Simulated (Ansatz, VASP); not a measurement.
IrO2: VASP beside Ansatz

INCAR

```
PREC = Accurate
ENCUT = 600
EDIFF = 1E-6
ISMEAR = 0
SIGMA = 0.1
LREAL = False
LASPH = True
NELM = 120
ALGO = Normal
ISIF = 2
LWAVE = False
LCHARG = True
GGA = PE
LELF = True
LVHAR = True
NBANDS = 30
GGA_COMPAT = False
```

Contents of KPOINTS:

```
regular mesh
0
Gamma
  4 4 6
```

The input POSCAR:

```
IrO2
1.0
    4.5051000000      0.0000000000      0.0000000000
    0.0000000000      4.5051000000      0.0000000000
    0.0000000000      0.0000000000      3.1586000000
Ir O
2 4
Direct
    0.0000000000      0.0000000000      0.0000000000
    0.5000000000      0.5000000000      0.5000000000
    0.3077000000      0.3077000000      0.0000000000
    0.1923000000      0.8077000000      0.5000000000
    0.6923000000      0.6923000000      0.0000000000
    0.8077000000      0.1923000000      0.5000000000
```

Input for Ansatz:

```yaml
crystal:
  lattice:
    - [4.5051, 0.0, 0.0]
    - [0.0, 4.5051, 0.0]
    - [0.0, 0.0, 3.1586]
  atoms:
    - { symbol: Ir, position: [0.0, 0.0, 0.0] }
    - { symbol: Ir, position: [0.5, 0.5, 0.5] }
    - { symbol: O, position: [0.3077, 0.3077, 0.0] }
    - { symbol: O, position: [0.1923, 0.8077, 0.5] }
    - { symbol: O, position: [0.6923, 0.6923, 0.0] }
    - { symbol: O, position: [0.8077, 0.1923, 0.5] }
basis:
  ecutwfc: 420
kpoints:
  mp_grid: { grid: [4, 4, 6] }
hamiltonian:
  xc: pbe
  pseudopotentials: { kind: paw, azcp: { folder: soft_1 } }
scf:
  occupations: { method: gaussian, width: 0.1 }
output:
  forces: true
  stress: true
  eigenvalues: true
```

Alike in both runs: task single point; functional PBE; k mesh 4 × 4 × 6; occupations gaussian, width 0.1 eV; no spin polarisation.

|  | VASP | Ansatz |
| --- | --- | --- |
| version | VASP 6.6.1 | Ansatz 0.2.0 |
| potentials or method | VASP PAW PBE potentials, release 64 (Ir, O), cutoff 600 eV | scalar-relativistic, plane waves, PAW |
| valence electrons in the cell | 42 | 58 |

Ansatz gave:

| Property | Result |
| --- | --- |
| gap on the k mesh at the Fermi level (eV) | none |
| pressure (GPa) | 5.0 |
| traceless stress, the component that is largest in VASP (GPa) | 1.01 |
| rms of the force components (eV/Å) | 0.055 |

Estimate VASP's values.

gap on the k mesh at the Fermi level (eV): none; pressure (GPa): 7.3; traceless stress, the component that is largest in VASP (GPa): 1.55; rms of the force components (eV/Å): 0.053.

Atom by atom the forces differ by 0.002 eV/Å (rms over components). A gap of «none» marks a metal or a gap that the smearing closes. VASP's potentials hold 42 valence electrons a cell and Ansatz's 58, so a difference there can come from the potentials and not from the codes.

Neither program's run includes spin-orbit coupling.
